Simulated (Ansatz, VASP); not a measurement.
One calculation of In6NCl3, two programs

Contents of INCAR:

```
SYSTEM = In6NCl3
  PREC = Accurate
  ENCUT = 520
  EDIFF = 1E-6
  ISMEAR = 0
  SIGMA = 0.1
  LREAL = .FALSE.
  LASPH = .TRUE.
  NELM = 80
  ALGO = Normal
  ISIF = 2
  LWAVE = .FALSE.
  LCHARG = .FALSE.
  GGA = PE
  NBANDS = 63
```

Contents of KPOINTS:

```
regular mesh
0
G
  3 3 3
  0 0 0
```

File POSCAR:

```
In6NCl3
1.0
    0.0000000000      4.9337650000      4.9337650000
    4.9337650000      0.0000000000      4.9337650000
    4.9337650000      4.9337650000      0.0000000000
Cl N In
3 1 6
Direct
    0.0000000000      0.0000000000      0.0000000000
    0.7500000000      0.7500000000      0.7500000000
    0.2500000000      0.2500000000      0.2500000000
    0.5000000000      0.5000000000      0.5000000000
    0.3176000000      0.6824000000      0.3176000000
    0.3176000000      0.6824000000      0.6824000000
    0.6824000000      0.3176000000      0.6824000000
    0.6824000000      0.3176000000      0.3176000000
    0.3176000000      0.3176000000      0.6824000000
    0.6824000000      0.6824000000      0.3176000000
```

Input for Ansatz:

```yaml
crystal:
  lattice:
    - [0.0, 4.933765, 4.933765]
    - [4.933765, 0.0, 4.933765]
    - [4.933765, 4.933765, 0.0]
  atoms:
    - { symbol: Cl, position: [0.0, 0.0, 0.0] }
    - { symbol: Cl, position: [0.75, 0.75, 0.75] }
    - { symbol: Cl, position: [0.25, 0.25, 0.25] }
    - { symbol: "N", position: [0.5, 0.5, 0.5] }
    - { symbol: In, position: [0.3176, 0.6824, 0.3176] }
    - { symbol: In, position: [0.3176, 0.6824, 0.6824] }
    - { symbol: In, position: [0.6824, 0.3176, 0.6824] }
    - { symbol: In, position: [0.6824, 0.3176, 0.3176] }
    - { symbol: In, position: [0.3176, 0.3176, 0.6824] }
    - { symbol: In, position: [0.6824, 0.6824, 0.3176] }
  symmetry: { tolerance: 0.0003 }
kpoints:
  mp_grid: { grid: [3, 3, 3], shift: [0, 0, 0] }
magnetization:
  spin_polarized: false
scf:
  occupations: { method: gaussian, width: 0.1 }
hamiltonian:
  pseudopotentials: { kind: paw }
  xc: pbe
basis:
  ecutwfc: 420
  xc_grid: 3
output:
  forces: true
  stress: true
  eigenvalues: true
```

Alike in both runs: task single point; functional PBE; k mesh 3 × 3 × 3; occupations gaussian, width 0.1 eV; no spin polarisation.

|  | VASP | Ansatz |
| --- | --- | --- |
| version | VASP 6.6.1 | Ansatz 0.2.0 |
| potentials or method | VASP PAW PBE potentials, release 64 (Cl, N, In_d), cutoff 520 eV | PAW plane waves |
| valence electrons in the cell | 104 | 104 |

VASP gave:

```
gap on the k mesh at the Fermi level (eV) : none
rms of the force components (eV/Å)        : 8.739
```

**Question.** Estimate Ansatz's values.

**Answer.** gap on the k mesh at the Fermi level (eV): none; rms of the force components (eV/Å): 8.780.

Atom by atom the forces differ by 0.040 eV/Å (rms over components). A gap of «none» marks a metal or a gap that the smearing closes.

The k mesh is coarse, so the values compare programs but aren't converged.
